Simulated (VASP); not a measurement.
**AlN: single point with HSE06**

The system is AlN.

```
Al N
1.0
     3.16883    0.00000    0.00000
    -1.58441    2.74429    0.00000
     0.00000    0.00000    5.07816
Al N
2 2
Direct
  0.33333 0.66667 0.99690
  0.66667 0.33333 0.49690
  0.33333 0.66667 0.37810
  0.66667 0.33333 0.87810
```

This cell differs from its parent crystal: strain +2.0%.

```yaml
Program: VASP 6.6.1
Task: single point
Functional: HSE06
Potentials_or_basis: VASP PAW PBE potentials, release 64 (Al, N)
Cutoff: 520 eV
k_mesh: 6 × 6 × 4
Occupations: gaussian, width 0.01 eV
Spin: no spin polarisation
```

```yaml
Pressure: -12.0 GPa
Largest_force: 0.007 eV/Å
Band_gap_on_the_k_mesh: 5.03 eV
```

Forces on the atoms (eV/Å):
```
Al   0.000  0.000 -0.007
Al   0.000  0.000 -0.007
N    0.000  0.000  0.007
N    0.000  0.000  0.007
```

Stress tensor (GPa, compression positive):
```
-12.23   0.00   0.00
  0.00 -12.23   0.00
  0.00   0.00 -11.45
```

Levels at points of the mesh, in eV from the valence-band top:
```
           k point  band 5  band 6  band 7  band 8  band 9  band 10  band 11  band 12
(0.00, 0.00, 0.00)   -0.91   -0.21   -0.21    0.00    5.03     7.61    11.98    12.34
(0.50, 0.00, 0.00)   -3.50   -2.21   -1.81   -0.74    6.96     7.01     9.21    11.64
(0.00, 0.00, 0.50)   -0.57   -0.57   -0.57   -0.57    7.43     7.43    11.51    11.51
(0.50, 0.00, 0.50)   -1.55   -1.55   -1.43   -1.43    6.43     6.43    10.41    10.41
```

It took 37 min on 1 thread of Intel Xeon 8259CL, on a shared host, peak memory 0.27 GiB.

Caveat: the cell differs from its parent crystal (strain +2.0%); the cell stands under tension; the PAW data sets were made with another functional, which shifts forces and pressure a little.
